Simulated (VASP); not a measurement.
**BaTiO3: single point with r2SCAN**

The system is BaTiO3.

```
CELL_PARAMETERS angstrom
3.64683 0.00000 0.00000
0.00000 3.64683 0.00000
0.00000 0.00000 3.64683
ATOMIC_POSITIONS crystal
Ba 0.50000 0.50000 0.50000
Ti 0.00000 0.00000 0.00000
O 0.50000 0.00000 0.00000
O 0.00000 0.50000 0.00000
O 0.00000 0.00000 0.50000
```

```
Program                : VASP 6.6.1
Task                   : single point
Functional             : r2SCAN
Potentials or basis    : VASP PAW PBE potentials, release 64 (Ba_sv, Ti_sv, O)
Cutoff                 : 520 eV
k mesh                 : 8 × 8 × 8
Occupations            : gaussian, width 0.02 eV
Spin                   : no spin polarisation
Dipole correction      : no
Further INCAR settings : ALGO = Normal; EDIFF = 1e-06; NBANDS = 28
```

```yaml
Pressure: 95.6 GPa
Band_gap_on_the_k_mesh: 2.42 eV
```

Levels at points of the mesh, in eV from the valence-band top:
| k point | band 16 | band 17 | band 18 | band 19 | band 20 | band 21 | band 22 | band 23 | band 24 | band 25 |
| --- | --- | --- | --- | --- | --- | --- | --- | --- | --- | --- |
| (0.00, 0.00, 0.00) | -1.97 | -1.97 | 0.00 | 0.00 | 0.00 | 2.42 | 2.42 | 2.42 | 5.43 | 5.43 |
| (0.50, 0.00, 0.00) | -2.48 | -2.32 | -2.32 | -0.85 | -0.85 | 2.74 | 5.24 | 5.24 | 6.25 | 8.66 |
| (0.50, 0.50, 0.00) | -4.16 | -1.70 | -0.77 | -0.77 | -0.44 | 5.27 | 5.27 | 5.80 | 7.67 | 10.11 |
| (0.50, 0.50, 0.50) | -2.18 | -2.18 | -0.30 | -0.30 | -0.30 | 6.38 | 6.38 | 6.38 | 8.61 | 8.61 |

Run time: 87 s on 1 thread of Intel(R) Xeon(R) 6975P-C (Granite Rapids), on a shared host, peak memory 0.2 GiB.

Caveat: the cell stands under pressure; the PAW data sets were made with another functional, which shifts forces and pressure a little; spin-orbit coupling is left out, which moves the levels of the heavy elements. A k mesh can miss the band edges.
